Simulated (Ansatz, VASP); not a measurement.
**One calculation of BAs, two programs**

```
B As
1.0
     3.14703    0.00000    0.00000
     0.00000    3.14703    0.00000
     0.00000    0.00000    2.62949
B As
1 1
Direct
  0.50000 0.50000 0.50000
  0.00000 0.00000 0.50000
```

Alike in both runs: functional PBE; k mesh 18 × 18 × 20; occupations gaussian, width 0.1 eV; no spin polarisation.

Ansatz relaxed the structure, and its values are those at the end. VASP's run is a single point on that final structure, the one shown.

```csv
,VASP,Ansatz
version,VASP 6.6.1,Ansatz 0.2.0
potentials or method,"VASP PAW PBE potentials, release 64 (B, As), cutoff 520 eV","scalar-relativistic, plane waves, PAW"
valence electrons in the cell,8,18
```

Ansatz gave:

| Item | Value |
| --- | --- |
| gap on the k mesh at the Fermi level (eV) | none |
| pressure (GPa) | 0.0 |

Which values does VASP return?

gap on the k mesh at the Fermi level (eV): none; pressure (GPa): 0.4.

A gap of «none» marks a metal or a gap that the smearing closes. VASP's potentials hold 8 valence electrons a cell and Ansatz's 18, so a difference there can come from the potentials and not from the codes.
